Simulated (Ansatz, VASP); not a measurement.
**One calculation of WS2, two programs**

```xyz
6
Lattice="-3.1542 0.0000 0.0000 -1.5771 -2.7316 0.0000 0.0000 0.0000 11.9899" Properties=species:S:1:pos:R:3 pbc="T T T"
W    -1.5771   -0.9105    3.0350
W    -3.1542   -1.8211    9.1049
S    -1.5771   -0.9105    7.5302
S    -3.1542   -1.8211    1.4603
S    -1.5771   -0.9105   10.6796
S    -3.1542   -1.8211    4.6097
```

Alike in both runs: task single point; functional PBE; dispersion D3(BJ); k mesh 10 × 10 × 3; occupations gaussian, width 0.05 eV; no spin polarisation.

|  | VASP | Ansatz |
| --- | --- | --- |
| version | VASP 6.6.1 | Ansatz 0.2.0 |
| potentials or method | VASP PAW PBE potentials, release 64 (W_sv, S), cutoff 520 eV | scalar-relativistic, plane waves, PAW |
| valence electrons in the cell | 52 | 52 |

```tsv
	VASP	Ansatz	Ansatz less VASP
gap on the k mesh at the Fermi level (eV)	0.90	0.88	-0.020
least direct gap on the mesh (eV)	2.14	2.14	-0.002
pressure (GPa)	0.2	0.2	+0.03
traceless stress, the component that is largest in VASP (GPa)	0.40	0.39	-0.010
rms of the force components (eV/Å)	0.032	0.033	+0.0005
```

Atom by atom the forces differ by 0.001 eV/Å (rms over components).

Neither program's run includes spin-orbit coupling.
